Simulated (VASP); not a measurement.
Input of a VASP 6.6.1 run:

INCAR

```
PREC = Accurate
ENCUT = 520
EDIFF = 1E-6
ISMEAR = -1
SIGMA = 0.05
LREAL = F
LASPH = T
NELM = 100
ALGO = Fast
ISIF = 2
LWAVE = F
LCHARG = T
GGA = PE
LELF = T
LVHAR = T
NBANDS = 30
```

KPOINTS

```
Automatic mesh
0
Gamma
  11 11 3
```

The input POSCAR:

```
Ag
1.0
    2.9428065281      0.0000000000      0.0000000000
   -1.4714032640      2.5485452117      0.0000000000
    0.0000000000      0.0000000000     10.1961282242
Ag
4
Direct
    0.0000000000      0.0000000000      0.5000000000
    0.0000000000      0.0000000000      0.0000000000
    0.6666666667      0.3333333333      0.7500000000
    0.3333333333      0.6666666667      0.2500000000
```

Potentials or basis: VASP PAW PBE potentials, release 64 (Ag).

Command:

```console
$ cat potpaw_PBE.64/Ag/POTCAR > POTCAR
$ mpirun -np 1 vasp_std > vasp.out
```

**Question.** What does it give for the band gap on the k mesh?

**Answer.** Zero (band 22 reaches 9.65 eV, above the bottom of band 23 at 3.88 eV).

**Question.** Estimate the pressure.

**Answer.** -4.8 GPa.

Stress tensor (GPa, compression positive):
```
-3.90  0.00  0.00
 0.00 -3.90  0.00
 0.00  0.00 -6.63
```
